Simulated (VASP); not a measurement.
Here is a VASP 6.6.1 calculation.

Contents of INCAR:

```
PREC = Accurate
ENCUT = 500
EDIFF = 1E-6
ISMEAR = -1
SIGMA = 0.05
LREAL = False
LASPH = True
NELM = 120
ALGO = Normal
ISIF = 2
LWAVE = False
LCHARG = False
GGA = PE
NBANDS = 13
GGA_COMPAT = False
```

The input KPOINTS:

```
regular mesh
0
Gamma
  13 13 13
```

File POSCAR:

```
W
1.0
   -1.5913343373      1.5913343373      1.5913343373
    1.5913343373     -1.5913343373      1.5913343373
    1.5913343373      1.5913343373     -1.5913343373
W
1
Direct
    0.0000000000      0.0000000000      0.0000000000
```

Potentials or basis: VASP PAW PBE potentials, release 64 (W_sv).

Run with:

```console
$ cat potpaw_PBE.64/W_sv/POTCAR > POTCAR
$ mpirun -np 1 vasp_std > vasp.out
```

Predict the pressure.

0.5 GPa.

Predict the band gap on the k mesh.

zero (bands 7 and 8 overlap by 5.61 eV).

Caveat: spin-orbit coupling is left out, which moves the levels of the heavy elements.
